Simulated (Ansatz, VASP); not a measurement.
**CoO in VASP and in Ansatz**

```xyz
2
Lattice="0.0000 2.1460 2.1460 2.1460 0.0000 2.1460 2.1460 2.1460 0.0000" Properties=species:S:1:pos:R:3 pbc="T T T"
Co    0.0000    0.0000    0.0000
O     2.1460    2.1460    2.1460
```

Change from the starting cell: strain +0.030 along x and y, +0.030 along z, atoms carried along.

Alike in both runs: task single point; functional PBEsol; k mesh 24 × 24 × 24; occupations gaussian, width 0.15 eV; collinear spin.

|  | VASP | Ansatz |
| --- | --- | --- |
| version | VASP 6.6.1 | Ansatz 0.2.0 |
| potentials or method | VASP PAW PBE potentials, release 64 (Co, O), cutoff 520 eV | scalar-relativistic, plane waves, PAW |
| valence electrons in the cell | 15 | 23 |

|  | VASP | Ansatz | Ansatz less VASP |
| --- | --- | --- | --- |
| gap on the k mesh at the Fermi level (eV) | none | none | - |
| pressure (GPa) | -14.2 | -13.7 | +0.50 |
| net moment per atom (μB) | 1.48 | 1.49 | +0.008 |
| size of the moment on the site where the two differ most (μB) | 2.58 | 2.52 | -0.066 |

VASP's potentials were made for PBE, not for PBEsol. Site moments also hang on the region over which each program counts them. A gap of «none» marks a metal or a gap that the smearing closes. VASP's potentials hold 15 valence electrons a cell and Ansatz's 23, so a difference there can come from the potentials and not from the codes.
